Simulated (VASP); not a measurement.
# Al (C2/m) in VASP: single point with LDA

Aim: the single point of Al with LDA.

Program: VASP 6.6.1. These are calculated values, not measurements. Logs are shortened: lines on timing, memory, paths and dates and some standing lists are left out, and cuts for length are marked.

### Step 1. The cell of the first run

The structure is monoclinic, space group C2/m (No. 12). The conventional cell has a = 3.937 Å, b = 3.937 Å, c = 2.807 Å, α = 90.00°, β = 133.92°, γ = 90.00°. Within 3.7 Å of Al (site symmetry 2/m) lie 12 Al at 2.78 to 2.84 Å.

### Step 2. Single point, LDA

Contents of INCAR:

```
PREC     = Accurate       # precision mode
ENCUT    = 520            # plane-wave cutoff, eV
EDIFF    = 1E-7           # SCF threshold, eV
ISMEAR   = 0              # smearing method
SIGMA    = 0.1            # smearing width, eV
LREAL    = F              # projectors in reciprocal space
LASPH    = T              # aspherical terms in the spheres
NELM     = 100            # most SCF steps
ALGO     = Fast           # electronic algorithm
ISIF     = 2              # what is computed and relaxed
LWAVE    = F              # write WAVECAR
LCHARG   = F              # write CHGCAR
GGA      = CA             # functional
NBANDS   = 10             # bands
```

Contents of KPOINTS:

```
regular mesh
0
Gamma
  9 9 17
```

Contents of POSCAR:

```
Al
1.0
    3.9367796513      0.0000000000      0.0211195586
    0.0000000000      3.9368363007      0.0000000000
   -1.9575520467      0.0000000000      2.0113757798
Al
2
Direct
    0.0000000000      0.0000000000      0.0000000000
    0.5000000000      0.5000000000      0.0000000000
```

Potentials or basis: VASP PAW LDA potentials, release 64 (Al).

On the command line:

```console
> cat potpaw_LDA.64/Al/POTCAR > POTCAR
> mpirun -np 1 vasp_std > vasp.out
```

OUTCAR:

```text
PREC = Accurate
   ENCUT = 520
   EDIFF = 1E-7
   ISMEAR = 0
   LREAL = F
   LASPH = T
   NELM = 100
   ISIF = 2
   GGA = CA

 ion  position               nearest neighbor table
   1  0.000  0.000  0.000-   2 2.78   2 2.78   2 2.78   2 2.78   2 2.82   2 2.82   2 2.82   2 2.82

   2  0.500  0.500  0.000-   1 2.78   1 2.78   1 2.78   1 2.78   1 2.82   1 2.82   1 2.82   1 2.82

  LATTYP: Found a simple monoclinic cell.
 ALAT       =     2.8067138335
 B/A-ratio  =     1.4026496944
 C/A-ratio  =     1.0107786968
 COS(beta)  =    -0.0268344639

  Lattice vectors:

 A1 = (  -1.9575520467,   0.0000000000,   2.0113757798)
 A2 = (   0.0000000000,   3.9368363007,   0.0000000000)
 A3 = (  -1.9792276046,   0.0000000000,  -2.0324953384)

Analysis of symmetry for initial positions (statically):
=====================================================================
 Subroutine PRICEL returns following result:

  LATTYP: Found a base centered monoclinic cell.
 ALAT       =     3.9368363007
 B/A-ratio  =     1.0000000000
 C/A-ratio  =     0.7129363832
 COS(beta)  =    -0.6935989075

  Lattice vectors:

 A1 = (   1.9683898256,  -1.9684181503,   0.0105597793)
 A2 = (   1.9683898256,   1.9684181504,   0.0105597793)
 A3 = (  -1.9575520467,   0.0000000000,   2.0113757798)

   2 primitive cells build up your supercell.

 Routine SETGRP: Setting up the symmetry group for a
 simple monoclinic supercell.

 Subroutine GETGRP returns: Found  4 space group operations
 (whereof  4 operations were pure point group operations)
 out of a pool of  4 trial point group operations.

The static configuration has the point symmetry C_2h.

Analysis of symmetry for dynamics (positions and initial velocities):
=====================================================================
 Subroutine PRICEL returns following result:

  LATTYP: Found a base centered monoclinic cell.
 ALAT       =     3.9368363007
 B/A-ratio  =     1.0000000000
 C/A-ratio  =     0.7129363832
 COS(beta)  =    -0.6935989075

  Lattice vectors:

 A1 = (   1.9683898256,  -1.9684181503,   0.0105597793)
 A2 = (   1.9683898256,   1.9684181504,   0.0105597793)
 A3 = (  -1.9575520467,   0.0000000000,   2.0113757798)

   2 primitive cells build up your supercell.

 Routine SETGRP: Setting up the symmetry group for a
 simple monoclinic supercell.

 Subroutine GETGRP returns: Found  4 space group operations
 (whereof  4 operations were pure point group operations)
 out of a pool of  4 trial point group operations.

The dynamic configuration has the point symmetry C_2h.

 Subroutine INISYM returns: Found  4 space group operations
 (whereof  4 operations are pure point group operations),
 and found     2 'primitive' translations

----------------------------------------------------------------------------------------

                                     Primitive cell

  volume of cell :      15.6680

  direct lattice vectors                    reciprocal lattice vectors
     1.968389826 -1.968418150  0.010559779     0.252695372 -0.254011070  0.245933329
     1.968389826  1.968418150  0.010559779     0.252695372  0.254011070  0.245933329
    -1.957552047  0.000000000  2.011375780    -0.002653316  0.000000000  0.494589826

  length of vectors
     2.783763645  2.783763645  2.806713833     0.434580000  0.434580000  0.494596943

  position of ions in fractional coordinates (direct lattice)
     0.000000000  0.000000000  0.000000000

  ion indices of the primitive-cell ions
   primitive index   ion index
                 1           1

----------------------------------------------------------------------------------------

 KPOINTS: regular mesh

Automatic generation of k-mesh.
 Grid dimensions read from file:
 generate k-points for:    9    9   17

 Generating k-lattice:

  Cartesian coordinates                     Fractional coordinates (reciprocal lattice)
     0.028077264  0.000000000  0.027325925     0.111111111  0.000000000  0.000000000
     0.000000000  0.028223452  0.000000000     0.000000000  0.111111111  0.000000000
    -0.000156077  0.000000000  0.029093519     0.000000000  0.000000000  0.058823529

  Length of vectors
     0.039179573  0.028223452  0.029093938

  Shift w.r.t. Gamma in fractional coordinates (k-lattice)
     0.000000000  0.000000000  0.000000000

 Subroutine IBZKPT returns following result:
 ===========================================

 Found    385 irreducible k-points:

 Following reciprocal coordinates:
            Coordinates               Weight
  0.000000  0.000000  0.000000      1.000000
  0.111111  0.000000  0.000000      2.000000
  0.222222  0.000000  0.000000      2.000000
  0.333333  0.000000 -0.000000      2.000000
  0.444444  0.000000  0.000000      2.000000
  0.000000  0.111111  0.000000      2.000000
[... 16 lines left out ...]
  0.222222  0.444444  0.000000      4.000000
  0.333333  0.444444 -0.000000      4.000000
 [... further k-points ...]
   k-points           NKPTS =    385   k-points in BZ     NKDIM =    385   number of bands    NBANDS=     10
   number of dos      NEDOS =    301   number of ions     NIONS =      2
   total plane-waves  NPLWV =  21600
   dimension x,y,z NGX =    30 NGY =   30 NGZ =   24
   dimension x,y,z NGXF=    60 NGYF=   60 NGZF=   48
   ions per type =               2
   NGX,Y,Z   is equivalent  to a cutoff of  12.67, 12.67, 14.22 a.u.
   NGXF,Y,Z  is equivalent  to a cutoff of  25.34, 25.34, 28.43 a.u.
 SYSTEM =  unknown system
   PREC   = accura    normal or accurate (medium, high low for compatibility)
   ISTART =      0    job   : 0-new  1-cont  2-samecut
   ICHARG =      2    charge: 1-file 2-atom 10-const
   ISPIN  =      1    spin polarized calculation?
   LNONCOLLINEAR =      F non collinear calculations
   LSORBIT =      F    spin-orbit coupling
   LASPH  =      T    aspherical Exc in radial PAW
   ENCUT  =  520.0 eV  38.22 Ry    6.18 a.u.   7.32  7.32  5.22*2*pi/ulx,y,z
   NELM   =    100;   NELMIN=  2; NELMDL= -5     # of ELM steps
   EDIFF  = 0.1E-06   stopping-criterion for ELM
   LREAL  =      F    real-space projection
   EDIFFG = 0.1E-05   stopping-criterion for IOM
   NSW    =      0    number of steps for IOM
   IBRION =     -1    ionic relax: 0-MD 1-quasi-New 2-CG
   NFREE  =      0    steps in history (QN), initial steepest desc. (CG)
   ISIF   =      2    stress and relaxation
   ISYM   =      2    0-nonsym 1-usesym 2-fastsym
   POTIM  = 0.5000    time-step for ionic-motion
   TEBEG  =    0.0;   TEEND  =   0.0 temperature during run
   PSTRESS=    0.0 pullay stress
   NELECT =       6.0000    total number of electrons
   NUPDOWN=      -1.0000    fix difference up-down
   EMIN   =  10.00;   EMAX   =-10.00  energy-range for DOS
   EFERMI =   0.00;   METHOD = LEGACY
   ISMEAR =     0;   SIGMA  =   0.10  broadening in eV -4-tet -1-fermi 0-gaus
   EFERMI_NEDOS =   21; number of points for ismear=-14 and -15
   IALGO  =     68    algorithm
   IMIX   =      4    mixing-type and parameters
     AMIX     =   0.40;   BMIX     =  1.00
     AMIX_MAG =   1.60;   BMIX_MAG =  1.00
  volume/ion in A,a.u.               =      15.67       105.73
  Fermi-wavevector in a.u.,A,eV,Ry     =   0.943577  1.783103 12.113786  0.890338
  Thomas-Fermi vector in A             =   2.071298
   LORBIT       =      0    0 simple, 1 ext, 2 COOP (PROOUT), +10 PAW based schemes
   GGA     = CA    functional components
   LHFCALC =     F    Hartree Fock is set to
   AEXX    =    0.0000 exact exchange contribution
   IVDW    =     0    specifies the selected vdW correction
   LEPSILON=     F    determine dielectric tensor
   LRPA    =     F    only Hartree local field effects (RPA)
 non-spin polarized calculation
 RMM-DIIS sequential band-by-band and
 Gauss-broadening in eV      SIGMA  =   0.10
  energy-cutoff  :      520.00
  volume of cell :       31.34
 maximum number of plane-waves:       862
 NGX is ok and might be reduce to    30
   NGX = 15   NGY = 15   NGZ = 11

 number of electron       6.0000000 magnetization

 Free energy of the ion-electron system (eV)
  ---------------------------------------------------
  ext. energy  EPLUGINS =         0.00000000
  ---------------------------------------------------
  free energy    TOTEN  =        -8.38084549 eV

  energy without entropy =       -8.37661834  energy(sigma->0) =       -8.37873192

 E-fermi :   8.3802     XC(G=0): -10.5360

 val. band max:        8.3795639199   @ k =   0.3333   0.1111   0.2353
 cond. band min:       8.3879507649   @ k =  -0.3333   0.0000   0.0588
 fundamental gap:      0.0083868451
 Fermi energy:         8.3802414235

 k-point     1 :       0.0000    0.0000    0.0000
  band No.  band energies     occupation
      1      -3.1220      2.00000
      2       5.4516      2.00000
      3       6.9013      2.00000
      4      13.5426      0.00000
      5      13.7376      0.00000
      6      14.1763      0.00000
      7      17.6322      0.00000
      8      20.9230      0.00000
      9      21.3017      0.00000
     10      21.3830      0.00000

 k-point     2 :       0.1111    0.0000    0.0000
  band No.  band energies     occupation
      1      -2.8956      2.00000
      2       5.6570      2.00000
      3       7.1157      2.00000
      4      10.6168      0.00000
      5      14.3316      0.00000
      6      15.5573      0.00000
      7      18.5647      0.00000
      8      19.3348      0.00000
      9      19.4418      0.00000
     10      21.5473      0.00000

 k-point     3 :       0.2222    0.0000    0.0000
  band No.  band energies     occupation
      1      -2.2185      2.00000
      2       6.2739      2.00000
      3       7.3528      2.00000
      4       8.0099      2.00000
      5      14.8897      0.00000
      6      15.5646      0.00000
      7      16.5604      0.00000
      8      16.9269      0.00000
      9      22.1923      0.00000
     10      22.9951      0.00000
[... 248 lines left out ...]
 k-point    23 :       0.2222    0.4444    0.0000
  band No.  band energies     occupation
      1      -0.3626      2.00000
      2       0.6697      2.00000
      3       9.2964      0.00000
      4      10.2722      0.00000
      5      16.4510      0.00000
      6      16.5634      0.00000
      7      17.3610      0.00000
      8      18.3003      0.00000
      9      18.9648      0.00000
     10      19.4679      0.00000

 k-point    24 :       0.3333    0.4444   -0.0000
  band No.  band energies     occupation
      1       0.7431      2.00000
      2       1.7667      2.00000
      3       6.5825      2.00000
      4       7.5707      2.00000
      5      17.3888      0.00000
      6      17.5322      0.00000
      7      18.3012      0.00000
      8      19.3324      0.00000
      9      19.8033      0.00000
     10      20.1783      0.00000

 [... further k-points ...]

------------------------ aborting loop because EDIFF is reached ----------------------------------------

  FORCE on cell =-STRESS in cart. coord.  units (eV):
  Direction    XX          YY          ZZ          XY          YZ          ZX
  --------------------------------------------------------------------------------------
  -------------------------------------------------------------------------------------
  Total        0.3771919      0.1941162      0.0166670      0.0000000      0.0000000     -0.0057381
  in kB       19.2854443      9.9249648      0.8521670      0.0000000      0.0000000     -0.2933813
  external PRESSURE =      10.0208587 kB  Pullay stress =       0.0000000 kB

 VOLUME and BASIS-vectors are now :
 -----------------------------------------------------------------------------
  energy-cutoff  :      520.00
  volume of cell :       31.34
      direct lattice vectors                 reciprocal lattice vectors
     3.936779651  0.000000000  0.021119559     0.252695372  0.000000000  0.245933329
     0.000000000  3.936836301  0.000000000     0.000000000  0.254011070  0.000000000
    -1.957552047  0.000000000  2.011375780    -0.002653316  0.000000000  0.494589826

 POSITION                                       TOTAL-FORCE (eV/Angst)
 -----------------------------------------------------------------------------------
      0.00000      0.00000      0.00000        -0.000000     -0.000000      0.000000
      1.96839      1.96842      0.01056         0.000000      0.000000      0.000000
 -----------------------------------------------------------------------------------
    total drift:                                0.000000     -0.000000     -0.000000

  FREE ENERGIE OF THE ION-ELECTRON SYSTEM (eV)
  ---------------------------------------------------
  free  energy   TOTEN  =        -8.3808454936 eV

  energy  without entropy=       -8.3766183425  energy(sigma->0) =       -8.37873192
```

It took 60 s on 1 thread of Intel Xeon Platinum 8488C (Sapphire Rapids), shared host; peak memory 0.2 GiB.

What came out:

| Item | Value |
| --- | --- |
| Free energy | -8.3808 eV |
| Pressure | 1.0 GPa |
| Band gap on the k mesh | zero (band 3 reaches 15.31 eV, above the bottom of band 4 at 4.32 eV) |

Stress tensor (GPa, compression positive):
```
 1.93  0.00 -0.03
 0.00  0.99  0.00
-0.03  0.00  0.09
```
